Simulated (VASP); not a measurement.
A run of VASP 6.6.1 is set up as follows.

The input POSCAR:

```
Si
1.0
    0.0000000000      2.6850649043      2.6850649043
    2.6850649043      0.0000000000      2.6850649043
    2.6850649043      2.6850649043      0.0000000000
Si
2
Direct
    0.5000000000      0.5000000000      0.5000000000
    0.7500000000      0.7500000000      0.7500000000
```

File INCAR.step1:

```
SYSTEM = Si
PREC = Accurate
ENCUT = 520
EDIFF = 1E-5
ISMEAR = -1
SIGMA = 0.05
LREAL = .FALSE.
LASPH = .TRUE.
NELM = 60
ALGO = Normal
ISIF = 2
LWAVE = .TRUE.
LCHARG = .FALSE.
GGA = PE
NBANDS = 11
```

The input INCAR.step2:

```
SYSTEM = Si
PREC = Accurate
ENCUT = 520
EDIFF = 1E-7
ISMEAR = -1
SIGMA = 0.05
LREAL = .FALSE.
LASPH = .TRUE.
NELM = 60
ALGO = Normal
ISIF = 2
LWAVE = .FALSE.
LCHARG = .FALSE.
GGA = PS
LHFCALC = .TRUE.
AEXX = 0.25
HFSCREEN = 0.207
PRECFOCK = Normal
ISTART = 1
NBANDS = 11
```

The input KPOINTS:

```
regular mesh
0
G
  4 4 4
  0 0 0
```

Potentials or basis: VASP PAW PBE potentials, release 64 (Si).

Command:

```bash
$ cat potpaw_PBE.64/Si/POTCAR > POTCAR
$ cp INCAR.step1 INCAR
$ mpirun -np 1 vasp_std > vasp.out
$ cp INCAR.step2 INCAR
$ mpirun -np 1 vasp_std > vasp.out
```

(1) Predict the pressure.

(2) What does it give for the band gap on the k mesh?

Results:

(1) 3.3 GPa.

(2) 1.18 eV, indirect (least direct gap 3.33 eV).

Caveat: the k points lie up to 0.51 Å⁻¹ apart; the PAW data sets were made with another functional, which shifts forces and pressure a little.
